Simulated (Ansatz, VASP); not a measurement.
**MgO: VASP beside Ansatz**

```
Mg O
1.0
     0.00000    2.09700    2.09700
     2.09700    0.00000    2.09700
     2.09700    2.09700    0.00000
Mg O
1 1
Direct
  0.00000 0.00000 0.00000
  0.50000 0.50000 0.50000
```

Alike in both runs: functional PBEsol-based global hybrid; k mesh 6 × 6 × 6; occupations fermi-dirac, width 0.05 eV; no spin polarisation.

|  | VASP | Ansatz |
| --- | --- | --- |
| version | VASP 6.6.1 | Ansatz 0.2.0 |
| potentials or method | VASP PAW PBE potentials, release 64 (Mg, O) | Ansatz PAW |
| plane-wave cutoff (eV) | 520 | 420 |
| valence electrons in the cell | 8 | 16 |
| task | single point | band structure |

```csv
,VASP,Ansatz,Ansatz less VASP
gap on the k mesh at the Fermi level (eV),7.27,7.28,+0.012
least direct gap on the mesh (eV),7.27,7.28,+0.012
pressure (GPa),-2.6,-2.4,+0.21
```

VASP's potentials were made for PBE, not for PBEsol-based global hybrid. VASP's potentials hold 8 valence electrons a cell and Ansatz's 16, so a difference there can come from the potentials and not from the codes.

The k mesh is coarse, so the values compare programs but aren't converged.
